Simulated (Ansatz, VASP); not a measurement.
**Ca5Si2S2 in VASP and in Ansatz**

Contents of INCAR:

```
SYSTEM = Ca5Si2S2
  ALGO = Normal
  EDIFF = 1E-7
  ENCUT = 520
  GGA = PE
  ISIF = 2
  ISMEAR = 0
  LASPH = .TRUE.
  LCHARG = .FALSE.
  LREAL = .FALSE.
  LWAVE = .FALSE.
  NBANDS = 45
  NELM = 100
  PREC = Accurate
  SIGMA = 0.1
```

File KPOINTS:

```
k-points
0
G
  6 6 2
  0 0 0
```

File POSCAR:

```
Ca5Si2S2
1.0
    4.9323233000      0.0000000000      0.0000000000
   -2.4661616500      4.2715172800      0.0000000000
    0.0000000000      0.0000000000      9.4306263400
Ca Si S
5 2 2
Direct
    0.3333333300      0.6666666700      0.1143259600
    0.6666666700      0.3333333300      0.8856740400
    0.3333333300      0.6666666700      0.4313473700
    0.6666666700      0.3333333300      0.5686526300
    0.0000000000      0.0000000000      0.0000000000
    0.0000000000      0.0000000000      0.3071264600
    0.0000000000      0.0000000000      0.6928735400
    0.3333333300      0.6666666700      0.7581272700
    0.6666666700      0.3333333300      0.2418727300
```

Input for Ansatz:

```yaml
crystal:
  lattice:
    - [4.9323233, 0.0, 0.0]
    - [-2.46616165, 4.27151728, 0.0]
    - [0.0, 0.0, 9.43062634]
  atoms:
    - { symbol: Ca, position: [0.33333333, 0.66666667, 0.11432596] }
    - { symbol: Ca, position: [0.66666667, 0.33333333, 0.88567404] }
    - { symbol: Ca, position: [0.33333333, 0.66666667, 0.43134737] }
    - { symbol: Ca, position: [0.66666667, 0.33333333, 0.56865263] }
    - { symbol: Ca, position: [0.0, 0.0, 0.0] }
    - { symbol: Si, position: [0.0, 0.0, 0.30712646] }
    - { symbol: Si, position: [0.0, 0.0, 0.69287354] }
    - { symbol: S, position: [0.33333333, 0.66666667, 0.75812727] }
    - { symbol: S, position: [0.66666667, 0.33333333, 0.24187273] }
basis:
  ecutwfc: 420
kpoints:
  mp_grid: { grid: [6, 6, 2] }
hamiltonian:
  xc: pbe
scf:
  occupations: { method: gaussian, width: 0.1 }
  lower_state_search: "off"
output:
  forces: true
  stress: true
  eigenvalues: true
```

Change from the starting cell: species swapped into the Li5Cu2Ge2 type (P-3m1, No. 164).

Alike in both runs: task single point; functional PBE; k mesh 6 × 6 × 2; occupations gaussian, width 0.1 eV; no spin polarisation.

|  | VASP | Ansatz |
| --- | --- | --- |
| version | VASP 6.6.1 | Ansatz 0.2.0 |
| potentials or method | VASP PAW PBE potentials, release 64 (Ca_sv, Si, S), cutoff 520 eV | scalar-relativistic, plane waves, PAW |
| valence electrons in the cell | 70 | 70 |

|  | VASP | Ansatz | Ansatz less VASP |
| --- | --- | --- | --- |
| gap on the k mesh at the Fermi level (eV) | none | none | - |
| pressure (GPa) | 4.9 | 4.8 | -0.09 |
| traceless stress, the component that is largest in VASP (GPa) | -3.66 | -3.67 | -0.006 |
| rms of the force components (eV/Å) | 0.349 | 0.349 | 0.0000 |

Atom by atom the forces differ by 0.002 eV/Å (rms over components). A gap of «none» marks a metal or a gap that the smearing closes.
